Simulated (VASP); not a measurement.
# Ge2N (P-3m1) in VASP: notebook

The runs below take Ge2N through single point, relaxation of cell and atoms, with PBE.

All numbers are computed with VASP 6.6.1; they aren't measurements. Logs are shortened: lines on timing, memory, paths and dates and some standing lists are left out, and cuts for length are marked.

### Step 1. The cell of the first run

It takes space group P-3m1 (No. 164, trigonal). The conventional cell has a = 2.994 Å, b = 2.994 Å, c = 5.885 Å, α = 90.00°, β = 90.00°, γ = 120.00°. Ge (site symmetry 3m) has 3 N at 2.22 Å and 6 Ge at 2.99 Å within 3.0 Å. N (site symmetry -3m) has 6 Ge at 2.22 Å and 6 N at 2.99 Å within 3.0 Å.

The cell was built from a structure type or drawn by symmetry, and may not be a known phase.

### Step 2. Single point, PBE

Input file INCAR:

```
SYSTEM = Ge2N
  ALGO = Normal
  EDIFF = 1E-6
  ENCUT = 520
  GGA = PE
  ISIF = 2
  ISMEAR = 0
  LASPH = .True.
  LCHARG = .False.
  LREAL = .False.
  LWAVE = .False.
  NBANDS = 24
  NELM = 80
  PREC = Accurate
  SIGMA = 0.1
```

Input file KPOINTS:

```
k-points
0
Gamma
  6 6 6
  0 0 0
```

Input file POSCAR:

```
Ge2N
1.0
    2.9937110648      0.0000000000      0.0000000000
   -1.4968555324      2.5926298337      0.0000000000
    0.0000000000      0.0000000000      5.8852803094
Ge N
2 1
Direct
    0.3333333333      0.6666666667      0.2355174891
    0.6666666667      0.3333333333      0.7644825109
    0.0000000000      0.0000000000      0.0000000000
```

Potentials or basis: VASP PAW PBE potentials, release 64 (Ge_d, N).

The run is started by

```console
$ cat potpaw_PBE.64/Ge_d/POTCAR potpaw_PBE.64/N/POTCAR > POTCAR
$ mpirun -np 1 vasp_std > vasp.out
```

OUTCAR:

```text
SYSTEM = Ge2N
   EDIFF = 1E-6
   ENCUT = 520
   GGA = PE
   ISIF = 2
   ISMEAR = 0
   LASPH = .True.
   LREAL = .False.
   NELM = 80
   PREC = Accurate

 ion  position               nearest neighbor table
   1  0.333  0.667  0.236-   3 2.22   3 2.22   3 2.22
   2  0.667  0.333  0.764-   3 2.22   3 2.22   3 2.22
   3  0.000  0.000  0.000-   1 2.22   2 2.22   1 2.22   2 2.22   2 2.22   1 2.22

  LATTYP: Found a hexagonal cell.
 ALAT       =     2.9937110648
 C/A-ratio  =     1.9658812030

  Lattice vectors:

 A1 = (   2.9937110648,   0.0000000000,   0.0000000000)
 A2 = (  -1.4968555324,   2.5926298337,   0.0000000000)
 A3 = (   0.0000000000,   0.0000000000,   5.8852803094)

Analysis of symmetry for initial positions (statically):
=====================================================================
 Subroutine PRICEL returns:
 Original cell was already a primitive cell.

 Routine SETGRP: Setting up the symmetry group for a
 hexagonal supercell.

 Subroutine GETGRP returns: Found 12 space group operations
 (whereof 12 operations were pure point group operations)
 out of a pool of 24 trial point group operations.

The static configuration has the point symmetry D_3d.

Analysis of symmetry for dynamics (positions and initial velocities):
=====================================================================
 Subroutine PRICEL returns:
 Original cell was already a primitive cell.

 Routine SETGRP: Setting up the symmetry group for a
 hexagonal supercell.

 Subroutine GETGRP returns: Found 12 space group operations
 (whereof 12 operations were pure point group operations)
 out of a pool of 24 trial point group operations.

The dynamic configuration has the point symmetry D_3d.

 Subroutine INISYM returns: Found 12 space group operations
 (whereof 12 operations are pure point group operations),
 and found     1 'primitive' translations

----------------------------------------------------------------------------------------

                                     Primitive cell

  volume of cell :      45.6791

  direct lattice vectors                    reciprocal lattice vectors
     2.993711065  0.000000000  0.000000000     0.334033572  0.192854373  0.000000000
    -1.496855532  2.592629834  0.000000000     0.000000000  0.385708745  0.000000000
     0.000000000  0.000000000  5.885280309     0.000000000  0.000000000  0.169915441

  length of vectors
     2.993711065  2.993711065  5.885280309     0.385708745  0.385708745  0.169915441

  position of ions in fractional coordinates (direct lattice)
     0.333333333  0.666666667  0.235517489
     0.666666667  0.333333333  0.764482511
     0.000000000  0.000000000  0.000000000

  ion indices of the primitive-cell ions
   primitive index   ion index
                 1           1
                 2           2
                 3           3

----------------------------------------------------------------------------------------

 KPOINTS: k-points

Automatic generation of k-mesh.
 Grid dimensions read from file:
 generate k-points for:    6    6    6

 Generating k-lattice:

  Cartesian coordinates                     Fractional coordinates (reciprocal lattice)
     0.055672262  0.032142395  0.000000000     0.166666667  0.000000000  0.000000000
     0.000000000  0.064284791  0.000000000     0.000000000  0.166666667  0.000000000
     0.000000000  0.000000000  0.028319240     0.000000000  0.000000000  0.166666667

  Length of vectors
     0.064284791  0.064284791  0.028319240

  Shift w.r.t. Gamma in fractional coordinates (k-lattice)
     0.000000000  0.000000000  0.000000000

 Subroutine IBZKPT returns following result:
 ===========================================

 Found     34 irreducible k-points:

 Following reciprocal coordinates:
            Coordinates               Weight
  0.000000  0.000000  0.000000      1.000000
  0.166667  0.000000  0.000000      6.000000
  0.333333  0.000000  0.000000      6.000000
  0.500000  0.000000  0.000000      3.000000
  0.166667  0.166667  0.000000      6.000000
  0.333333  0.166667  0.000000     12.000000
[... 16 lines left out ...]
  0.500000  0.000000  0.333333      6.000000
  0.166667  0.166667  0.333333     12.000000
 [... further k-points ...]
   k-points           NKPTS =     34   k-points in BZ     NKDIM =     34   number of bands    NBANDS=     24
   number of dos      NEDOS =    301   number of ions     NIONS =      3
   total plane-waves  NPLWV =  27648
   dimension x,y,z NGX =    24 NGY =   24 NGZ =   48
   dimension x,y,z NGXF=    48 NGYF=   48 NGZF=   96
   ions per type =               2   1
   NGX,Y,Z   is equivalent  to a cutoff of  13.33, 13.33, 13.56 a.u.
   NGXF,Y,Z  is equivalent  to a cutoff of  26.66, 26.66, 27.12 a.u.
 SYSTEM =  Ge2N
   PREC   = accura    normal or accurate (medium, high low for compatibility)
   ISTART =      0    job   : 0-new  1-cont  2-samecut
   ICHARG =      2    charge: 1-file 2-atom 10-const
   ISPIN  =      1    spin polarized calculation?
   LNONCOLLINEAR =      F non collinear calculations
   LSORBIT =      F    spin-orbit coupling
   LASPH  =      T    aspherical Exc in radial PAW
   ENCUT  =  520.0 eV  38.22 Ry    6.18 a.u.   5.57  5.57 10.94*2*pi/ulx,y,z
   NELM   =     80;   NELMIN=  2; NELMDL= -5     # of ELM steps
   EDIFF  = 0.1E-05   stopping-criterion for ELM
   LREAL  =      F    real-space projection
   EDIFFG = 0.1E-04   stopping-criterion for IOM
   NSW    =      0    number of steps for IOM
   IBRION =     -1    ionic relax: 0-MD 1-quasi-New 2-CG
   NFREE  =      0    steps in history (QN), initial steepest desc. (CG)
   ISIF   =      2    stress and relaxation
   ISYM   =      2    0-nonsym 1-usesym 2-fastsym
   POTIM  = 0.5000    time-step for ionic-motion
   TEBEG  =    0.0;   TEEND  =   0.0 temperature during run
   PSTRESS=    0.0 pullay stress
   NELECT =      33.0000    total number of electrons
   NUPDOWN=      -1.0000    fix difference up-down
   EMIN   =  10.00;   EMAX   =-10.00  energy-range for DOS
   EFERMI =   0.00;   METHOD = LEGACY
   ISMEAR =     0;   SIGMA  =   0.10  broadening in eV -4-tet -1-fermi 0-gaus
   EFERMI_NEDOS =   21; number of points for ismear=-14 and -15
   IALGO  =     38    algorithm
   IMIX   =      4    mixing-type and parameters
     AMIX     =   0.40;   BMIX     =  1.00
     AMIX_MAG =   1.60;   BMIX_MAG =  1.00
  volume/ion in A,a.u.               =      15.23       102.75
  Fermi-wavevector in a.u.,A,eV,Ry     =   1.468950  2.775913 29.358836  2.157814
  Thomas-Fermi vector in A             =   2.584386
   LORBIT       =      0    0 simple, 1 ext, 2 COOP (PROOUT), +10 PAW based schemes
   GGA     = PE    functional components
   LHFCALC =     F    Hartree Fock is set to
   AEXX    =    0.0000 exact exchange contribution
   IVDW    =     0    specifies the selected vdW correction
   LEPSILON=     F    determine dielectric tensor
   LRPA    =     F    only Hartree local field effects (RPA)
 non-spin polarized calculation
 Gauss-broadening in eV      SIGMA  =   0.10
  energy-cutoff  :      520.00
  volume of cell :       45.68
 maximum number of plane-waves:      1257
 NGX is ok and might be reduce to    24
   NGX = 11   NGY = 11   NGZ = 21

 number of electron      33.0000005 magnetization

 Free energy of the ion-electron system (eV)
  ---------------------------------------------------
  ext. energy  EPLUGINS =         0.00000000
  ---------------------------------------------------
  free energy    TOTEN  =       -15.83159293 eV

  energy without entropy =      -15.82459197  energy(sigma->0) =      -15.82809245

 E-fermi :   6.6122     XC(G=0): -11.2135

 val. band max:        6.5955772857   @ k =   0.3333   0.1667   0.1667
 cond. band min:       6.6537141738   @ k =   0.3333   0.3333   0.1667
 fundamental gap:      0.0581368881
 Fermi energy:         6.6122179547

 k-point     1 :       0.0000    0.0000    0.0000
  band No.  band energies     occupation
      1     -18.4032      2.00000
      2     -18.4032      2.00000
      3     -18.3971      2.00000
      4     -18.3971      2.00000
      5     -18.3950      2.00000
      6     -18.3842      2.00000
[... 16 lines left out ...]
     23      15.6471      0.00000
     24      18.9096      0.00000

 k-point     2 :       0.1667    0.0000    0.0000
  band No.  band energies     occupation
      1     -18.4136      2.00000
      2     -18.4044      2.00000
      3     -18.3811      2.00000
      4     -18.3788      2.00000
      5     -18.3756      2.00000
      6     -18.3713      2.00000
[... 16 lines left out ...]
     23      15.5263      0.00000
     24      17.3492      0.00000

 k-point     3 :       0.3333    0.0000    0.0000
  band No.  band energies     occupation
      1     -18.4393      2.00000
      2     -18.4202      2.00000
      3     -18.3948      2.00000
      4     -18.3660      2.00000
      5     -18.3574      2.00000
      6     -18.3426      2.00000
[... 16 lines left out ...]
     23      14.6758      0.00000
     24      17.8159      0.00000

 k-point     4 :       0.5000    0.0000    0.0000
  band No.  band energies     occupation
      1     -18.4540      2.00000
      2     -18.4284      2.00000
      3     -18.4108      2.00000
      4     -18.3753      2.00000
      5     -18.3617      2.00000
      6     -18.3288      2.00000
[... 16 lines left out ...]
     23      14.4727      0.00000
     24      17.0746      0.00000

 k-point     5 :       0.1667    0.1667    0.0000
  band No.  band energies     occupation
      1     -18.4191      2.00000
      2     -18.4025      2.00000
      3     -18.3784      2.00000
      4     -18.3758      2.00000
      5     -18.3695      2.00000
      6     -18.3668      2.00000
[... 451 lines left out ...]
 k-point    22 :       0.0000    0.3333    0.3333
  band No.  band energies     occupation
      1     -18.4388      2.00000
      2     -18.4212      2.00000
      3     -18.3960      2.00000
      4     -18.3714      2.00000
      5     -18.3535      2.00000
      6     -18.3368      2.00000
[... 16 lines left out ...]
     23      14.5393      0.00000
     24      16.3658      0.00000

 k-point    23 :       0.5000    0.0000    0.3333
  band No.  band energies     occupation
      1     -18.4517      2.00000
      2     -18.4306      2.00000
      3     -18.4110      2.00000
      4     -18.3813      2.00000
      5     -18.3575      2.00000
      6     -18.3330      2.00000
[... 16 lines left out ...]
     23      14.6284      0.00000
     24      15.8333      0.00000

 k-point    24 :       0.1667    0.1667    0.3333
  band No.  band energies     occupation
      1     -18.4192      2.00000
      2     -18.4027      2.00000
      3     -18.3804      2.00000
      4     -18.3795      2.00000
      5     -18.3666      2.00000
      6     -18.3643      2.00000
[... 16 lines left out ...]
     23      16.4456      0.00000
     24      18.5986      0.00000

 [... further k-points ...]

------------------------ aborting loop because EDIFF is reached ----------------------------------------

  FORCE on cell =-STRESS in cart. coord.  units (eV):
  Direction    XX          YY          ZZ          XY          YZ          ZX
  --------------------------------------------------------------------------------------
  -------------------------------------------------------------------------------------
  Total        0.0270226      0.0270226      0.0598020      0.0000000      0.0000000      0.0000000
  in kB        0.9478081      0.9478081      2.0975322      0.0000000      0.0000000      0.0000000
  external PRESSURE =       1.3310495 kB  Pullay stress =       0.0000000 kB

 VOLUME and BASIS-vectors are now :
 -----------------------------------------------------------------------------
  energy-cutoff  :      520.00
  volume of cell :       45.68
      direct lattice vectors                 reciprocal lattice vectors
     2.993711065  0.000000000  0.000000000     0.334033572  0.192854373  0.000000000
    -1.496855532  2.592629834  0.000000000     0.000000000  0.385708745  0.000000000
     0.000000000  0.000000000  5.885280309     0.000000000  0.000000000  0.169915441

 POSITION                                       TOTAL-FORCE (eV/Angst)
 -----------------------------------------------------------------------------------
     -0.00000      1.72842      1.38609        -0.000000     -0.000000      0.016235
      1.49686      0.86421      4.49919         0.000000      0.000000     -0.016235
      0.00000      0.00000      0.00000         0.000000      0.000000      0.000000
 -----------------------------------------------------------------------------------
    total drift:                               -0.000000      0.000000     -0.000000

  FREE ENERGIE OF THE ION-ELECTRON SYSTEM (eV)
  ---------------------------------------------------
  free  energy   TOTEN  =       -15.8315929269 eV

  energy  without entropy=      -15.8245919666  energy(sigma->0) =      -15.82809245
```

Run time: 26 s. Hardware: 1 thread of AMD EPYC 7R13 (Zen 3), shared host; peak memory 0.15 GiB.

What came out:

```yaml
Free_energy: -15.8316 eV
Pressure: 0.1 GPa
Largest_force: 0.016 eV/Å
Band_gap_on_the_k_mesh: zero (an odd number of electrons rules out a gap without spin polarisation)
```

Forces in eV/Å, atoms in the order of the input:
```
Ge   0.000  0.000  0.016
Ge   0.000  0.000 -0.016
N    0.000  0.000  0.000
```

Stress tensor (GPa, compression positive):
```
0.09 0.00 0.00
0.00 0.09 0.00
0.00 0.00 0.21
```

Levels at points of the mesh, in eV from the Fermi level:
| k point | band 13 | band 14 | band 15 | band 16 | band 17 | band 18 | band 19 | band 20 |
| --- | --- | --- | --- | --- | --- | --- | --- | --- |
| (0.00, 0.00, 0.00) | -8.71 | -1.86 | -1.86 | -0.96 | 0.59 | 6.69 | 6.69 | 7.42 |
| (0.50, 0.00, 0.00) | -6.39 | -5.58 | -3.36 | -2.97 | -2.57 | 2.39 | 2.96 | 4.94 |
| (0.00, 0.00, 0.50) | -6.62 | -3.99 | -1.86 | -1.86 | 2.88 | 4.81 | 6.92 | 6.92 |
| (0.50, 0.00, 0.50) | -6.75 | -6.37 | -3.33 | -1.36 | -1.31 | 0.98 | 2.18 | 4.21 |

Caveat: the k points lie up to 0.40 Å⁻¹ apart, too coarse for converged energies and pressures of a metal.

[end of part 1 of 2]
